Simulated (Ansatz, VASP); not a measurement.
Two plane-wave programs on Ti

File INCAR:

```
PREC = Accurate
ENCUT = 520
EDIFF = 1E-6
ISMEAR = 0
SIGMA = 0.15
LREAL = False
LASPH = True
NELM = 80
ALGO = Fast
ISIF = 2
LWAVE = False
LCHARG = False
GGA = PS
NBANDS = 25
```

Contents of KPOINTS:

```
regular mesh
0
Gamma
  12 12 18
```

Contents of POSCAR:

```
Ti
1.0
    4.7666435694      0.0000000000      0.0000000000
   -2.3833217847      4.1280344219      0.0000000000
    0.0000000000      0.0000000000      2.5114054373
Ti
3
Direct
    0.0000000000      0.0000000000      0.0000000000
    0.3333333333      0.6666666667      0.5000000000
    0.6666666667      0.3333333333      0.5000000000
```

Input for Ansatz:

```yaml
crystal:
  lattice:
    - [4.7666435694, 0.0, 0.0]
    - [-2.3833217847, 4.1280344219, 0.0]
    - [0.0, 0.0, 2.5114054373]
  atoms:
    - { symbol: Ti, position: [0.0, 0.0, 0.0] }
    - { symbol: Ti, position: [0.3333333333, 0.6666666667, 0.5] }
    - { symbol: Ti, position: [0.6666666667, 0.3333333333, 0.5] }
basis:
  ecutwfc: 420
kpoints:
  mp_grid: { grid: [12, 12, 18] }
hamiltonian:
  xc: pbesol
scf:
  occupations: { method: gaussian, width: 0.15 }
output:
  forces: true
  stress: true
  eigenvalues: true
```

Alike in both runs: task single point; functional PBEsol; k mesh 12 × 12 × 18; occupations gaussian, width 0.15 eV; no spin polarisation.

|  | VASP | Ansatz |
| --- | --- | --- |
| version | VASP 6.6.1 | Ansatz 0.2.0 |
| potentials or method | VASP PAW PBE potentials, release 64 (Ti_sv), cutoff 520 eV | scalar-relativistic, plane waves, PAW |
| valence electrons in the cell | 36 | 36 |

|  | VASP | Ansatz | Ansatz less VASP |
| --- | --- | --- | --- |
| gap on the k mesh at the Fermi level (eV) | none | none | - |
| pressure (GPa) | -0.2 | 0.6 | +0.78 |
| traceless stress, the component that is largest in VASP (GPa) | 3.19 | 3.16 | -0.039 |

VASP's potentials were made for PBE, not for PBEsol. A gap of «none» marks a metal or a gap that the smearing closes.
